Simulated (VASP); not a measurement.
A run of VASP 6.6.1 is set up as follows.

INCAR

```
SYSTEM = Al
ALGO = Fast
EDIFF = 1E-6
ENCUT = 520
GGA = PE
ISIF = 2
ISMEAR = 0
LASPH = .TRUE.
LCHARG = .FALSE.
LREAL = .FALSE.
LWAVE = .FALSE.
NBANDS = 8
NELM = 80
PREC = Accurate
SIGMA = 0.15
```

The input KPOINTS:

```
k-points
0
G
  22 22 22
  0 0 0
```

POSCAR

```
Al
1.0
   -1.5731859521      1.5731859521      1.5731859521
    1.5731859521     -1.5731859521      1.5731859521
    1.5731859521      1.5731859521     -1.5731859521
Al
1
Direct
    0.0000000000      0.0000000000      0.0000000000
```

Potentials or basis: VASP PAW PBE potentials, release 64 (Al).

Launch:

```console
$ cat potpaw_PBE.64/Al/POTCAR > POTCAR
$ mpirun -np 1 vasp_std > vasp.out
```

Problem. Estimate the pressure.

Solution. 6.9 GPa.
